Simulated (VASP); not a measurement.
# SnSe (Fm-3m) in VASP: further runs, part 2 of 2

VASP 6.6.1. The steps go on from the part before.

**3. Single point, PBE+D3(BJ), non-collinear spin, zero start, spin-orbit coupling**

INCAR

```
SYSTEM = SnSe
PREC     = Accurate       ! precision mode
ENCUT    = 520            ! plane-wave cutoff, eV
EDIFF    = 1E-7           ! SCF threshold, eV
ISMEAR   = 0              ! smearing method
SIGMA    = 0.02           ! smearing width, eV
LREAL    = .FALSE.        ! projectors in reciprocal space
LASPH    = .TRUE.         ! aspherical terms in the spheres
NELM     = 150            ! most SCF steps
ALGO     = Normal         ! electronic algorithm
ISIF     = 2              ! what is computed and relaxed
LWAVE    = .FALSE.        ! write WAVECAR
LCHARG   = .TRUE.         ! write CHGCAR
MAGMOM   = 0 0 0 0 0 0    ! initial moments
LORBIT   = 11             ! projections on sites
LSORBIT  = .TRUE.         ! spin-orbit coupling
GGA_COMPAT= .FALSE.      
LORBMOM  = .TRUE.       
GGA      = PE             ! functional
IVDW     = 12             ! dispersion correction
LVHAR    = .TRUE.       
NBANDS   = 32             ! bands
```

KPOINTS

```
Automatic mesh
0
G
  10 10 10
  0 0 0
```

POSCAR

```
SnSe
1.0
    0.0000000000      2.9887688204      2.9887688204
    2.9887688204      0.0000000000      2.9887688204
    2.9887688204      2.9887688204      0.0000000000
Sn Se
1 1
Direct
    0.0000000000      0.0000000000      0.0000000000
    0.5000000000      0.5000000000      0.5000000000
```

Potentials or basis: VASP PAW PBE potentials, release 64 (Sn_d, Se).

Started as:

```sh
$ cat potpaw_PBE.64/Sn_d/POTCAR potpaw_PBE.64/Se/POTCAR > POTCAR
$ mpirun -np 1 vasp_ncl > vasp.out
```

OUTCAR:

```text
SYSTEM = SnSe
   PREC = Accurate
   ENCUT = 520
   EDIFF = 1E-7
   ISMEAR = 0
   LREAL = .FALSE.
   LASPH = .TRUE.
   NELM = 150
   ISIF = 2
   LORBIT = 11
   LSORBIT = .TRUE.
   GGA = PE
   IVDW = 12
 IVDW          = 12

 ion  position               nearest neighbor table
   1  0.000  0.000  0.000-   2 2.99   2 2.99   2 2.99   2 2.99   2 2.99   2 2.99
   2  0.500  0.500  0.500-   1 2.99   1 2.99   1 2.99   1 2.99   1 2.99   1 2.99

  LATTYP: Found a face centered cubic cell.
 ALAT       =     5.9775376408

  Lattice vectors:

 A1 = (   0.0000000000,   2.9887688204,   2.9887688204)
 A2 = (   2.9887688204,   0.0000000000,   2.9887688204)
 A3 = (   2.9887688204,   2.9887688204,   0.0000000000)

Analysis of symmetry for initial positions (statically):
=====================================================================
 Subroutine PRICEL returns:
 Original cell was already a primitive cell.

 Routine SETGRP: Setting up the symmetry group for a
 face centered cubic supercell.

 Subroutine GETGRP returns: Found 48 space group operations
 (whereof 48 operations were pure point group operations)
 out of a pool of 48 trial point group operations.

The static configuration has the point symmetry O_h .

Analysis of symmetry for dynamics (positions and initial velocities):
=====================================================================
 Subroutine PRICEL returns:
 Original cell was already a primitive cell.

 Routine SETGRP: Setting up the symmetry group for a
 face centered cubic supercell.

 Subroutine GETGRP returns: Found 48 space group operations
 (whereof 48 operations were pure point group operations)
 out of a pool of 48 trial point group operations.

The dynamic configuration has the point symmetry O_h .

Analysis of structural, dynamic, and magnetic symmetry:
=====================================================================
 Subroutine PRICEL returns:
 Original cell was already a primitive cell.

 Routine SETGRP: Setting up the symmetry group for a
 face centered cubic supercell.

 Subroutine GETGRP returns: Found 48 space group operations
 (whereof 48 operations were pure point group operations)
 out of a pool of 48 trial point group operations.

The overall configuration has the point symmetry O_h .

 Subroutine INISYM returns: Found 48 space group operations
 (whereof 48 operations are pure point group operations),
 and found     1 'primitive' translations

----------------------------------------------------------------------------------------

                                     Primitive cell

  volume of cell :      53.3958

  direct lattice vectors                    reciprocal lattice vectors
     0.000000000  2.988768820  2.988768820    -0.167292966  0.167292966  0.167292966
     2.988768820  0.000000000  2.988768820     0.167292966 -0.167292966  0.167292966
     2.988768820  2.988768820  0.000000000     0.167292966  0.167292966 -0.167292966

  length of vectors
     4.226757401  4.226757401  4.226757401     0.289759916  0.289759916  0.289759916

[... 981 lines left out ...]

 Edisp (eV)   -0.72221

 E8    (eV) :    -0.3255

  FORCE on cell =-STRESS in cart. coord.  units (eV):
  Direction    XX          YY          ZZ          XY          YZ          ZX
  --------------------------------------------------------------------------------------
  -------------------------------------------------------------------------------------
  Total      -0.01929    -0.01929    -0.01929     0.00000    -0.00000     0.00000
  in kB      -0.57888    -0.57888    -0.57888     0.00000    -0.00000     0.00000
  external pressure =       -0.58 kB  Pullay stress =        0.00 kB

 VOLUME and BASIS-vectors are now :
 -----------------------------------------------------------------------------
  energy-cutoff  :      520.00
  volume of cell :       53.40
      direct lattice vectors                 reciprocal lattice vectors
     0.000000000  2.988768820  2.988768820    -0.167292966  0.167292966  0.167292966
     2.988768820  0.000000000  2.988768820     0.167292966 -0.167292966  0.167292966
     2.988768820  2.988768820  0.000000000     0.167292966  0.167292966 -0.167292966

 POSITION                                       TOTAL-FORCE (eV/Angst)
 -----------------------------------------------------------------------------------
      0.00000      0.00000      0.00000         0.000000     -0.000000      0.000000
      2.98877      2.98877      2.98877        -0.000000      0.000000     -0.000000
 -----------------------------------------------------------------------------------
    total drift:                                0.000000     -0.000000     -0.000000

  FREE ENERGIE OF THE ION-ELECTRON SYSTEM (eV)
  ---------------------------------------------------
  free  energy   TOTEN  =        -8.9885104411 eV

  energy  without entropy=       -8.9885104411  energy(sigma->0) =       -8.98851044

 orbital moment (x)

 # of ion     p       d       tot
 ----------------------------------------
  1         0.000  -0.000   0.000
  2         0.000  -0.000   0.000
 ----------------------------------------
            0.000  -0.000   0.000

 orbital moment (y)

 # of ion     p       d       tot
 ----------------------------------------
  1        -0.000   0.000  -0.000
  2         0.000   0.000   0.000
 ----------------------------------------
           -0.000   0.000  -0.000

 orbital moment (z)

 # of ion     p       d       tot
 ----------------------------------------
  1         0.000  -0.000  -0.000
  2         0.000   0.000   0.000
 ----------------------------------------
            0.000  -0.000  -0.000

 Spin-Orbit-Coupling matrix elements

 Ion:    1  E_soc:     -0.0887845
 l=   1
     0.0000000    -0.0086735    -0.0086735
    -0.0086735     0.0000000    -0.0086735
    -0.0086735    -0.0086735     0.0000000
 l=   2
     0.0000000    -0.0012221     0.0000000    -0.0012221    -0.0049018
    -0.0012221     0.0000000    -0.0036764    -0.0012221    -0.0012255
     0.0000000    -0.0036764     0.0000000    -0.0036764     0.0000000
    -0.0012221    -0.0012221    -0.0036764     0.0000000    -0.0012255
    -0.0049018    -0.0012255     0.0000000    -0.0012255     0.0000000
 l=   3
     0.0000000     0.0000000     0.0000000     0.0000000     0.0000000     0.0000000     0.0000000
     0.0000000     0.0000000     0.0000000     0.0000000     0.0000000     0.0000000     0.0000000
     0.0000000     0.0000000     0.0000000     0.0000000     0.0000000     0.0000000     0.0000000
     0.0000000     0.0000000     0.0000000     0.0000000     0.0000000     0.0000000     0.0000000
     0.0000000     0.0000000     0.0000000     0.0000000     0.0000000     0.0000000     0.0000000
     0.0000000     0.0000000     0.0000000     0.0000000     0.0000000     0.0000000     0.0000000
     0.0000000     0.0000000     0.0000000     0.0000000     0.0000000     0.0000000     0.0000000

 Ion:    2  E_soc:     -0.0427786
 l=   1
     0.0000000    -0.0071402    -0.0071402
    -0.0071402     0.0000000    -0.0071402
    -0.0071402    -0.0071402     0.0000000
 l=   2
     0.0000000    -0.0000016     0.0000000    -0.0000016     0.0000121
    -0.0000016     0.0000000     0.0000091    -0.0000016     0.0000030
     0.0000000     0.0000091     0.0000000     0.0000091     0.0000000
    -0.0000016    -0.0000016     0.0000091     0.0000000     0.0000030
     0.0000121     0.0000030     0.0000000     0.0000030     0.0000000
 l=   3
     0.0000000     0.0000000     0.0000000     0.0000000     0.0000000     0.0000000     0.0000000
     0.0000000     0.0000000     0.0000000     0.0000000     0.0000000     0.0000000     0.0000000
     0.0000000     0.0000000     0.0000000     0.0000000     0.0000000     0.0000000     0.0000000
     0.0000000     0.0000000     0.0000000     0.0000000     0.0000000     0.0000000     0.0000000
     0.0000000     0.0000000     0.0000000     0.0000000     0.0000000     0.0000000     0.0000000
     0.0000000     0.0000000     0.0000000     0.0000000     0.0000000     0.0000000     0.0000000
     0.0000000     0.0000000     0.0000000     0.0000000     0.0000000     0.0000000     0.0000000

 total charge

# of ion       s       p       d       tot
------------------------------------------
    1        1.390   0.682   9.993  12.064
    2        1.478   2.300   0.028   3.806
--------------------------------------------------
tot          2.867   2.982  10.021  15.870

 magnetization (x)

# of ion       s       p       d       tot
------------------------------------------
    1        0.000  -0.000   0.000   0.000
    2       -0.000   0.000   0.000  -0.000
--------------------------------------------------
tot          0.000  -0.000   0.000   0.000

 magnetization (y)

# of ion       s       p       d       tot
------------------------------------------
    1        0.000   0.000   0.000   0.000
    2        0.000   0.000   0.000   0.000
--------------------------------------------------
tot          0.000   0.000   0.000   0.000

 magnetization (z)

# of ion       s       p       d       tot
------------------------------------------
    1       -0.000  -0.000   0.000  -0.000
    2        0.000   0.000   0.000   0.000
--------------------------------------------------
tot         -0.000  -0.000   0.000  -0.000
```

Wall time 2.5 min (1 thread of Intel Xeon Platinum 8259CL at 2.50GHz (Skylake/Cascade Lake), shared host); peak memory 0.38 GiB.

Results:

```yaml
Free_energy: -8.9885 eV
Pressure: -0.1 GPa
Net_moment: 0.00 μB per cell
Valence_electrons_inside_the_program's_atomic_spheres: Sn 12.06; Se 3.81
Dispersion_energy_per_atom: -0.361 eV
```

Moments on the atoms (μB; x, y, z):
```
Sn  0.00 0.00 0.00
Se  0.00 0.00 0.00
```
